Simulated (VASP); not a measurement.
The system is Hf.

```
Hf
1.0
     3.19670    0.00000    0.00000
    -1.59835    2.76842    0.00000
     0.00000    0.00000    5.05780
Hf
2
Direct
  0.66667 0.33333 0.75000
  0.33333 0.66667 0.25000
```

Base run:

```yaml
Program: VASP 6.6.1
Functional: PBEsol
Potentials_or_basis: VASP PAW PBE potentials, release 64 (Hf_pv)
Cutoff: 520 eV
k_mesh: 7 × 7 × 4
Occupations: fermi-dirac, width 0.05 eV
Spin: non-collinear spin, zero start, spin-orbit coupling
Starting_moments: "[[0.0, 0.0, 0.0], [0.0, 0.0, 0.0]] μB"
```

Its results: pressure -4.2 GPa; net moment 0.00 μB per cell.

Q: The run is repeated on the same cell with these changes: functional from PBEsol to r2SCAN. What comes out?

A: Pressure -1.0 GPa; net moment 0.00 μB per cell.

Caveats: the PAW data sets were made with another functional, which shifts forces and pressure a little.
